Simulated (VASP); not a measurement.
Here is a VASP 6.6.1 calculation.

The input INCAR:

```
SYSTEM = TaN
PREC = Accurate ; ENCUT = 520
EDIFF = 1E-6 ; ISMEAR = 0
SIGMA = 0.15 ; LREAL = .FALSE.
LASPH = .TRUE. ; NELM = 60
ALGO = Normal ; ISIF = 2
LWAVE = .FALSE. ; LCHARG = .FALSE.
GGA = PS ; NBANDS = 15
```

Contents of KPOINTS:

```
regular mesh
0
G
  18 18 16
  0 0 0
```

File POSCAR:

```
TaN
1.0
    2.9379988584     -0.0881399658      0.0000000000
   -1.5453308786      2.5884516306      0.0000000000
    0.0000000000      0.0000000000      2.8830000000
Ta N
1 1
Direct
    0.3333333333      0.6666666667      0.5000000000
    0.0000000000      0.0000000000      0.0000000000
```

Potentials or basis: VASP PAW PBE potentials, release 64 (Ta_pv, N).

Launch:

```bash
$ cat potpaw_PBE.64/Ta_pv/POTCAR potpaw_PBE.64/N/POTCAR > POTCAR
$ mpirun -np 1 vasp_std > vasp.out
```

Question: Estimate the band gap on the k mesh.

Answer: Zero (bands 8 and 9 overlap by 0.15 eV).

Question: What does it give for the pressure?

Answer: -3.1 GPa.

Question: Predict the largest force.

Answer: 0.116 eV/Å.

Forces in eV/Å, atoms in the order of the input:
```
Ta  -0.112 -0.030  0.000
N    0.112  0.030  0.000
```

Caveat: the cell differs from its parent crystal (strain -0.0600 x Voigt [0, 0, 0, 0, 0, 1]); the cell stands under tension; the PAW data sets were made with another functional, which shifts forces and pressure a little; spin-orbit coupling is left out, which moves the levels of the heavy elements.
